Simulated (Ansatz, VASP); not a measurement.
Two plane-wave programs on Sr

The input INCAR:

```
SYSTEM = Sr
ALGO     = Normal         ! electronic algorithm
EDIFF    = 1E-6           ! SCF threshold, eV
ENCUT    = 500            ! plane-wave cutoff, eV
GGA      = CA             ! functional
GGA_COMPAT= .False.      
ISIF     = 2              ! what is computed and relaxed
ISMEAR   = -1             ! smearing method
LASPH    = .True.         ! aspherical terms in the spheres
LCHARG   = .True.         ! write CHGCAR
LELF     = .True.         ! ELF
LREAL    = .False.        ! projectors in reciprocal space
LVHAR    = .True.       
LWAVE    = .False.        ! write WAVECAR
NBANDS   = 11             ! bands
NELM     = 120            ! most SCF steps
PREC     = Accurate       ! precision mode
SIGMA    = 0.1            ! smearing width, eV
```

The input KPOINTS:

```
k-points
0
Gamma
  14 14 14
  0 0 0
```

File POSCAR:

```
Sr
1.0
    0.0000000000      2.9028949114      2.9028949114
    2.9028949114      0.0000000000      2.9028949114
    2.9028949114      2.9028949114      0.0000000000
Sr
1
Direct
    0.0000000000      0.0000000000      0.0000000000
```

Input for Ansatz:

```yaml
crystal:
  lattice:
    - [0.0, 2.9028949114, 2.9028949114]
    - [2.9028949114, 0.0, 2.9028949114]
    - [2.9028949114, 2.9028949114, 0.0]
  atoms:
    - { symbol: Sr, position: [0.0, 0.0, 0.0] }
hamiltonian:
  xc: lda
  pseudopotentials:
    kind: paw
    azcp:
      Sr: "pseudopotentials/Sr.paw.azcp"
basis:
  ecutwfc: 420
  fft_grid_basis: typed
kpoints:
  mp_grid: { grid: [14, 14, 14], shift: [0, 0, 0] }
magnetization:
  spin_polarized: false
scf:
  occupations: { method: fermi_dirac, width: 0.1 }
  lower_state_search: "off"
output:
  stress: true
  write_density: true
  write_potential: true
  elf: true
  volumetric_format: npy
```

Alike in both runs: task single point; functional LDA; k mesh 14 × 14 × 14; occupations fermi-dirac, width 0.1 eV; no spin polarisation.

```csv
,VASP,Ansatz
version,VASP 6.6.1,Ansatz 0.2.0
potentials or method,"VASP PAW LDA potentials, release 64 (Sr_sv), cutoff 500 eV","plane waves (420 eV) with PAW, scalar-relativistic"
valence electrons in the cell,10,10
```

```tsv
	VASP	Ansatz	Ansatz less VASP
pressure (GPa)	0.0	0.0	+0.01
```

Ansatz warns that its potentials were made for another functional, while VASP's fit it. LDA's correlation is that of Perdew and Zunger in VASP and of Perdew and Wang (1992) in Ansatz.
